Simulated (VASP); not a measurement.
Wanted: the native input for a VASP 6.6.1 run.

```
Task                   : single point
Functional             : r2SCAN
Potentials or basis    : VASP PAW PBE potentials, release 64 (In_d, O)
Cutoff                 : 520 eV
k mesh                 : 11 × 11 × 11
Occupations            : fermi-dirac, width 0.1 eV
Spin                   : no spin polarisation
Dipole correction      : no
Further INCAR settings : ALGO = Normal; EDIFF = 1e-06; NBANDS = 20
```

Crystal: InO2 (fluorite type).

```xyz
3
Lattice="0.0000 2.6145 2.6145 2.6145 0.0000 2.6145 2.6145 2.6145 0.0000" Properties=species:S:1:pos:R:3 pbc="T T T"
In    0.0000    0.0000    0.0000
O     1.3072    1.3072    1.3072
O     3.9217    3.9217    3.9217
```

These files were run (other wordings do the same):

POSCAR

```
InO2
1.0
    0.0000000000      2.6144501356      2.6144501356
    2.6144501356      0.0000000000      2.6144501356
    2.6144501356      2.6144501356      0.0000000000
In O
1 2
Direct
    0.0000000000      0.0000000000      0.0000000000
    0.2500000000      0.2500000000      0.2500000000
    0.7500000000      0.7500000000      0.7500000000
```

INCAR.step1

```
PREC = Accurate ; ENCUT = 520
ISMEAR = -1 ; SIGMA = 0.1
LREAL = F ; LASPH = T
NELM = 100 ; NBANDS = 20
GGA = PE ; ALGO = Normal
EDIFF = 1E-4 ; LWAVE = T
LCHARG = F
```

INCAR.step2

```
PREC = Accurate ; ENCUT = 520
EDIFF = 1E-6 ; ISMEAR = -1
SIGMA = 0.1 ; LREAL = F
LASPH = T ; NELM = 100
ALGO = Normal ; ISIF = 2
LWAVE = F ; LCHARG = F
METAGGA = R2SCAN ; LMIXTAU = T
NBANDS = 20 ; ISTART = 1
```

KPOINTS

```
Automatic mesh
0
Gamma
  11 11 11
```

Potentials or basis: VASP PAW PBE potentials, release 64 (In_d, O).

The run is started by

```console
$ cat potpaw_PBE.64/In_d/POTCAR potpaw_PBE.64/O/POTCAR > POTCAR
$ cp INCAR.step1 INCAR
$ mpirun -np 1 vasp_std > vasp.out
$ cp INCAR.step2 INCAR
$ mpirun -np 1 vasp_std > vasp.out
```

Results of the run:

```
Pressure : -2.1 GPa
```

Caveat: the PAW data sets were made with another functional, which shifts forces and pressure a little; an odd number of electrons without spin polarisation forces a metal; a magnetic or distorted state may lie lower.

Run time: 4.2 min on 1 thread of Intel Xeon 8259CL, on a shared host, peak memory 0.19 GiB.
